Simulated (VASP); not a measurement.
# P (Fm-3m) in VASP: a series of runs

Runs on P. Level: PBEsol. Tasks: single point.

Everything below comes from runs of VASP 6.6.1. Logs are shortened: lines on timing, memory, paths and dates and some standing lists are left out, and cuts for length are marked.

## 1. The cell of the first run

It takes space group Fm-3m (No. 225, cubic). The conventional cell has a = 3.715 Å, b = 3.715 Å, c = 3.715 Å, α = 90.00°, β = 90.00°, γ = 90.00°. Within 3.5 Å of P (site symmetry m-3m) lie 12 P at 2.63 Å.

## 2. Single point, PBEsol (volume scaled by 0.92)

The input, INCAR:

```
SYSTEM = P
ALGO = Normal ; EDIFF = 1E-6
ENCUT = 520 ; GGA = PS
ISIF = 2 ; ISMEAR = -1
LASPH = .True. ; LCHARG = .False.
LREAL = .False. ; LWAVE = .False.
NBANDS = 8 ; NELM = 80
PREC = Accurate ; SIGMA = 0.1
```

The input, KPOINTS:

```
k-points
0
Gamma
  17 17 17
  0 0 0
```

The input, POSCAR:

```
P
1.0
    0.0000000000      1.8573493105      1.8573493105
    1.8573493105      0.0000000000      1.8573493105
    1.8573493105      1.8573493105      0.0000000000
P
1
Direct
    0.0000000000      0.0000000000      0.0000000000
```

Potentials or basis: VASP PAW PBE potentials, release 64 (P).

Run with:

```
> cat potpaw_PBE.64/P/POTCAR > POTCAR
> mpirun -np 1 vasp_std > vasp.out
```

OUTCAR:

```text
SYSTEM = P
   EDIFF = 1E-6
   ENCUT = 520
   GGA = PS
   ISIF = 2
   ISMEAR = -1
   LASPH = .True.
   LREAL = .False.
   NELM = 80
   PREC = Accurate

 ion  position               nearest neighbor table
   1  0.000  0.000  0.000-

  LATTYP: Found a face centered cubic cell.
 ALAT       =     3.7146986210

  Lattice vectors:

 A1 = (   0.0000000000,   1.8573493105,   1.8573493105)
 A2 = (   1.8573493105,   0.0000000000,   1.8573493105)
 A3 = (   1.8573493105,   1.8573493105,   0.0000000000)

Analysis of symmetry for initial positions (statically):
=====================================================================
 Subroutine PRICEL returns:
 Original cell was already a primitive cell.

 Routine SETGRP: Setting up the symmetry group for a
 face centered cubic supercell.

 Subroutine GETGRP returns: Found 48 space group operations
 (whereof 48 operations were pure point group operations)
 out of a pool of 48 trial point group operations.

The static configuration has the point symmetry O_h .

Analysis of symmetry for dynamics (positions and initial velocities):
=====================================================================
 Subroutine PRICEL returns:
 Original cell was already a primitive cell.

 Routine SETGRP: Setting up the symmetry group for a
 face centered cubic supercell.

 Subroutine GETGRP returns: Found 48 space group operations
 (whereof 48 operations were pure point group operations)
 out of a pool of 48 trial point group operations.

The dynamic configuration has the point symmetry O_h .

 Subroutine INISYM returns: Found 48 space group operations
 (whereof 48 operations are pure point group operations),
 and found     1 'primitive' translations

----------------------------------------------------------------------------------------

                                     Primitive cell

  volume of cell :      12.8148

  direct lattice vectors                    reciprocal lattice vectors
     0.000000000  1.857349311  1.857349311    -0.269200843  0.269200843  0.269200843
     1.857349311  0.000000000  1.857349311     0.269200843 -0.269200843  0.269200843
     1.857349311  1.857349311  0.000000000     0.269200843  0.269200843 -0.269200843

  length of vectors
     2.626688585  2.626688585  2.626688585     0.466269537  0.466269537  0.466269537

  position of ions in fractional coordinates (direct lattice)
     0.000000000  0.000000000  0.000000000

  ion indices of the primitive-cell ions
   primitive index   ion index
                 1           1

----------------------------------------------------------------------------------------

 KPOINTS: k-points

Automatic generation of k-mesh.
 Grid dimensions read from file:
 generate k-points for:   17   17   17

 Generating k-lattice:

  Cartesian coordinates                     Fractional coordinates (reciprocal lattice)
    -0.015835344  0.015835344  0.015835344     0.058823529  0.000000000  0.000000000
     0.015835344 -0.015835344  0.015835344     0.000000000  0.058823529  0.000000000
     0.015835344  0.015835344 -0.015835344     0.000000000  0.000000000  0.058823529

  Length of vectors
     0.027427620  0.027427620  0.027427620

  Shift w.r.t. Gamma in fractional coordinates (k-lattice)
     0.000000000  0.000000000  0.000000000

 Subroutine IBZKPT returns following result:
 ===========================================

 Found    165 irreducible k-points:

 Following reciprocal coordinates:
            Coordinates               Weight
  0.000000  0.000000  0.000000      1.000000
  0.058824  0.000000  0.000000      8.000000
  0.117647  0.000000  0.000000      8.000000
  0.176471  0.000000  0.000000      8.000000
  0.235294  0.000000  0.000000      8.000000
  0.294118  0.000000  0.000000      8.000000
[... 16 lines left out ...]
 -0.176471  0.058824  0.000000     24.000000
 -0.117647  0.058824  0.000000     24.000000
 [... further k-points ...]
   k-points           NKPTS =    165   k-points in BZ     NKDIM =    165   number of bands    NBANDS=      8
   number of dos      NEDOS =    301   number of ions     NIONS =      1
   total plane-waves  NPLWV =   8000
   dimension x,y,z NGX =    20 NGY =   20 NGZ =   20
   dimension x,y,z NGXF=    40 NGYF=   40 NGZF=   40
   ions per type =               1
   NGX,Y,Z   is equivalent  to a cutoff of  12.66, 12.66, 12.66 a.u.
   NGXF,Y,Z  is equivalent  to a cutoff of  25.32, 25.32, 25.32 a.u.
 SYSTEM =  P
   PREC   = accura    normal or accurate (medium, high low for compatibility)
   ISTART =      0    job   : 0-new  1-cont  2-samecut
   ICHARG =      2    charge: 1-file 2-atom 10-const
   ISPIN  =      1    spin polarized calculation?
   LNONCOLLINEAR =      F non collinear calculations
   LSORBIT =      F    spin-orbit coupling
   LASPH  =      T    aspherical Exc in radial PAW
   ENCUT  =  520.0 eV  38.22 Ry    6.18 a.u.   4.88  4.88  4.88*2*pi/ulx,y,z
   NELM   =     80;   NELMIN=  2; NELMDL= -5     # of ELM steps
   EDIFF  = 0.1E-05   stopping-criterion for ELM
   LREAL  =      F    real-space projection
   EDIFFG = 0.1E-04   stopping-criterion for IOM
   NSW    =      0    number of steps for IOM
   IBRION =     -1    ionic relax: 0-MD 1-quasi-New 2-CG
   NFREE  =      0    steps in history (QN), initial steepest desc. (CG)
   ISIF   =      2    stress and relaxation
   ISYM   =      2    0-nonsym 1-usesym 2-fastsym
   POTIM  = 0.5000    time-step for ionic-motion
   TEBEG  =    0.0;   TEEND  =   0.0 temperature during run
   PSTRESS=    0.0 pullay stress
   NELECT =       5.0000    total number of electrons
   NUPDOWN=      -1.0000    fix difference up-down
   EMIN   =  10.00;   EMAX   =-10.00  energy-range for DOS
   EFERMI =   0.00;   METHOD = LEGACY
   ISMEAR =    -1;   SIGMA  =   0.10  broadening in eV -4-tet -1-fermi 0-gaus
   EFERMI_NEDOS =   21; number of points for ismear=-14 and -15
   IALGO  =     38    algorithm
   IMIX   =      4    mixing-type and parameters
     AMIX     =   0.40;   BMIX     =  1.00
     AMIX_MAG =   1.60;   BMIX_MAG =  1.00
  volume/ion in A,a.u.               =      12.81        86.48
  Fermi-wavevector in a.u.,A,eV,Ry     =   1.196266  2.260616 19.470663  1.431053
  Thomas-Fermi vector in A             =   2.332211
   LORBIT       =      0    0 simple, 1 ext, 2 COOP (PROOUT), +10 PAW based schemes
   GGA     = PS    functional components
   LHFCALC =     F    Hartree Fock is set to
   AEXX    =    0.0000 exact exchange contribution
   IVDW    =     0    specifies the selected vdW correction
   LEPSILON=     F    determine dielectric tensor
   LRPA    =     F    only Hartree local field effects (RPA)
 non-spin polarized calculation
  energy-cutoff  :      520.00
  volume of cell :       12.81
 maximum number of plane-waves:       357
   NGX =  9   NGY =  9   NGZ =  9

 number of electron       5.0000001 magnetization

 Free energy of the ion-electron system (eV)
  ---------------------------------------------------
  ext. energy  EPLUGINS =         0.00000000
  ---------------------------------------------------
  free energy    TOTEN  =        -5.02160421 eV

  energy without entropy =       -5.00719312  energy(sigma->0) =       -5.01439866

 E-fermi :  11.6765     XC(G=0): -12.1004

 val. band max:       11.6496507174   @ k =   0.4706   0.4118   0.0588
 cond. band min:      11.7303532308   @ k =  -0.4706   0.4706   0.0588
 fundamental gap:      0.0807025134
 Fermi energy:        11.6765241056

 k-point     1 :       0.0000    0.0000    0.0000
  band No.  band energies     occupation
      1      -6.0899      2.00000
      2      19.6764      0.00000
      3      19.6764      0.00000
      4      19.6764      0.00000
      5      23.3720      0.00000
      6      23.3720      0.00000
      7      23.3720      0.00000
      8      29.9869      0.00000

 k-point     2 :       0.0588    0.0000    0.0000
  band No.  band energies     occupation
      1      -5.9833      2.00000
      2      18.5888      0.00000
      3      19.4587      0.00000
      4      19.4587      0.00000
      5      23.6336      0.00000
      6      23.7042      0.00000
      7      23.7042      0.00000
      8      29.9165      0.00000

 k-point     3 :       0.1176    0.0000    0.0000
  band No.  band energies     occupation
      1      -5.6639      2.00000
      2      16.3617      0.00000
      3      18.9848      0.00000
      4      18.9848      0.00000
      5      23.8071      0.00000
      6      24.4405      0.00000
      7      24.4405      0.00000
      8      29.0577      0.00000

 k-point     4 :       0.1765    0.0000    0.0000
  band No.  band energies     occupation
      1      -5.1329      2.00000
      2      13.8568      0.00000
      3      18.4836      0.00000
      4      18.4836      0.00000
      5      23.7418      0.00000
      6      24.9692      0.00000
      7      24.9692      0.00000
      8      28.6113      0.00000

 k-point     5 :       0.2353    0.0000    0.0000
  band No.  band energies     occupation
      1      -4.3929      2.00000
      2      11.3459      1.92926
      3      18.0564      0.00000
      4      18.0564      0.00000
      5      23.5976      0.00000
      6      24.6762      0.00000
      7      24.6762      0.00000
      8      29.3002      0.00000
[... 177 lines left out ...]
 k-point    22 :      -0.2353    0.0588    0.0000
  band No.  band energies     occupation
      1      -4.0066      2.00000
      2      10.6087      1.99995
      3      16.4295      0.00000
      4      18.6114      0.00000
      5      23.9996      0.00000
      6      24.0253      0.00000
      7      24.7983      0.00000
      8      28.4774      0.00000

 k-point    23 :      -0.1765    0.0588    0.0000
  band No.  band energies     occupation
      1      -4.8150      2.00000
      2      13.0874      0.00000
      3      16.7993      0.00000
      4      19.0750      0.00000
      5      24.0649      0.00000
      6      24.4530      0.00000
      7      25.5175      0.00000
      8      27.4711      0.00000

 k-point    24 :      -0.1176    0.0588    0.0000
  band No.  band energies     occupation
      1      -5.4157      2.00000
      2      15.5930      0.00000
      3      17.3176      0.00000
      4      19.4929      0.00000
      5      23.9808      0.00000
      6      24.1411      0.00000
      7      25.4927      0.00000
      8      27.7498      0.00000

 [... further k-points ...]
[... 5 lines left out ...]
  --------------------------------------------------------------------------------------
  -------------------------------------------------------------------------------------
  Total        0.8348800      0.8348800      0.8348800     -0.0000000     -0.0000000      0.0000000
  in kB      104.3815769    104.3815769    104.3815769     -0.0000000     -0.0000000      0.0000000
  external PRESSURE =     104.3815769 kB  Pullay stress =       0.0000000 kB

 VOLUME and BASIS-vectors are now :
 -----------------------------------------------------------------------------
  energy-cutoff  :      520.00
  volume of cell :       12.81
      direct lattice vectors                 reciprocal lattice vectors
     0.000000000  1.857349311  1.857349311    -0.269200843  0.269200843  0.269200843
     1.857349311  0.000000000  1.857349311     0.269200843 -0.269200843  0.269200843
     1.857349311  1.857349311  0.000000000     0.269200843  0.269200843 -0.269200843

 POSITION                                       TOTAL-FORCE (eV/Angst)
 -----------------------------------------------------------------------------------
      0.00000      0.00000      0.00000         0.000000      0.000000      0.000000
 -----------------------------------------------------------------------------------
    total drift:                               -0.000000      0.000000     -0.000000

  FREE ENERGIE OF THE ION-ELECTRON SYSTEM (eV)
  ---------------------------------------------------
  free  energy   TOTEN  =        -5.0216042079 eV

  energy  without entropy=       -5.0071931180  energy(sigma->0) =       -5.01439866
```

Wall time 22 s (1 thread of AMD EPYC 7R13, shared host); peak memory 0.1 GiB.

Results:

* Free energy: -5.0216 eV
* Pressure: 10.4 GPa

Caveat: the PAW data sets were made with another functional, which shifts forces and pressure a little.

## 3. Single point, PBEsol (volume scaled by 0.92, level accurate)

The input, INCAR:

```
ALGO     = Normal         # electronic algorithm
EDIFF    = 1E-6           # SCF threshold, eV
ENCUT    = 520            # plane-wave cutoff, eV
GGA      = PS             # functional
ISIF     = 2              # what is computed and relaxed
ISMEAR   = -1             # smearing method
LASPH    = T              # aspherical terms in the spheres
LCHARG   = T              # write CHGCAR
LELF     = T              # ELF
LREAL    = F              # projectors in reciprocal space
LVHAR    = T            
LWAVE    = F              # write WAVECAR
NBANDS   = 8              # bands
NELM     = 80             # most SCF steps
PREC     = Accurate       # precision mode
SIGMA    = 0.1            # smearing width, eV
```

The input, KPOINTS:

```
k-points
0
Gamma
  17 17 17
```

POSCAR is that of step 2.

Potentials or basis: VASP PAW PBE potentials, release 64 (P).

Run with:

```
> cat potpaw_PBE.64/P/POTCAR > POTCAR
> mpirun -np 1 vasp_std > vasp.out
```

OUTCAR:

```text
EDIFF = 1E-6
   ENCUT = 520
   GGA = PS
   ISIF = 2
   ISMEAR = -1
   LASPH = T
   LREAL = F
   NELM = 80
   PREC = Accurate

 ion  position               nearest neighbor table
   1  0.000  0.000  0.000-

  LATTYP: Found a face centered cubic cell.
 ALAT       =     3.7146986210

  Lattice vectors:

 A1 = (   0.0000000000,   1.8573493105,   1.8573493105)
 A2 = (   1.8573493105,   0.0000000000,   1.8573493105)
 A3 = (   1.8573493105,   1.8573493105,   0.0000000000)

Analysis of symmetry for initial positions (statically):
[... 433 lines left out ...]
      2      15.5930      0.00000
      3      17.3176      0.00000
      4      19.4929      0.00000
      5      23.9808      0.00000
      6      24.1411      0.00000
      7      25.4927      0.00000
      8      27.7498      0.00000

 [... further k-points ...]
[... 5 lines left out ...]
  --------------------------------------------------------------------------------------
  -------------------------------------------------------------------------------------
  Total        0.8348800      0.8348800      0.8348800     -0.0000000     -0.0000000      0.0000000
  in kB      104.3815769    104.3815769    104.3815769     -0.0000000     -0.0000000      0.0000000
  external PRESSURE =     104.3815769 kB  Pullay stress =       0.0000000 kB

 VOLUME and BASIS-vectors are now :
 -----------------------------------------------------------------------------
  energy-cutoff  :      520.00
  volume of cell :       12.81
      direct lattice vectors                 reciprocal lattice vectors
     0.000000000  1.857349311  1.857349311    -0.269200843  0.269200843  0.269200843
     1.857349311  0.000000000  1.857349311     0.269200843 -0.269200843  0.269200843
     1.857349311  1.857349311  0.000000000     0.269200843  0.269200843 -0.269200843

 POSITION                                       TOTAL-FORCE (eV/Angst)
 -----------------------------------------------------------------------------------
      0.00000      0.00000      0.00000         0.000000      0.000000      0.000000
 -----------------------------------------------------------------------------------
    total drift:                               -0.000000      0.000000     -0.000000

  FREE ENERGIE OF THE ION-ELECTRON SYSTEM (eV)
  ---------------------------------------------------
  free  energy   TOTEN  =        -5.0216042079 eV

  energy  without entropy=       -5.0071931180  energy(sigma->0) =       -5.01439866
```

OSZICAR:

```text
N       E                     dE             d eps       ncg     rms          rms(c)
DAV:   1    -0.542559365145E-01   -0.54256E-01   -0.21872E+03  2768   0.458E+02
DAV:   2    -0.499972691322E+01   -0.49455E+01   -0.47387E+01  4120   0.475E+01
DAV:   3    -0.503428768809E+01   -0.34561E-01   -0.34512E-01  2808   0.438E+00
DAV:   4    -0.503432058068E+01   -0.32893E-04   -0.32891E-04  4576   0.149E-01
DAV:   5    -0.503432058445E+01   -0.37749E-08   -0.41085E-08  2888   0.905E-04    0.506E+00
DAV:   6    -0.502545690877E+01    0.88637E-02   -0.51425E-03  2976   0.366E-01    0.294E+00
DAV:   7    -0.502162228055E+01    0.38346E-02   -0.86713E-03  2944   0.478E-01    0.123E-01
DAV:   8    -0.502160421035E+01    0.18070E-04   -0.67975E-05  3752   0.538E-02    0.201E-02
DAV:   9    -0.502160420794E+01    0.24083E-08   -0.65614E-07  3496   0.640E-03
   1 F= -.50216042E+01 E0= -.50143987E+01  d E =-.144111E-01
```

stdout:

```text
POSCAR found type information on POSCAR P
 POSCAR found :  1 types and       1 ions
 scaLAPACK will be used
 -----------------------------------------------------------------------------
|                                                                             |
|                                                                             |
|     You enforced a specific xc type in the INCAR file but a different       |
|     I HOPE YOU KNOW WHAT YOU ARE DOING!                                     |
|                                                                             |
 -----------------------------------------------------------------------------

 LDA part: xc-table for (Slater+PW92), standard interpolation
 POSCAR, INCAR and KPOINTS ok, starting setup
 FFT: planning ... GRIDC
 FFT: planning ... GRID_SOFT
 FFT: planning ... GRID
 WAVECAR not read
 entering main loop
```

Wall time 19 s (1 thread of AMD EPYC 7R13, shared host); peak memory 0.1 GiB.

What came out:

* Free energy: -5.0216 eV
* Pressure: 10.4 GPa

Caveat: the PAW data sets were made with another functional, which shifts forces and pressure a little.
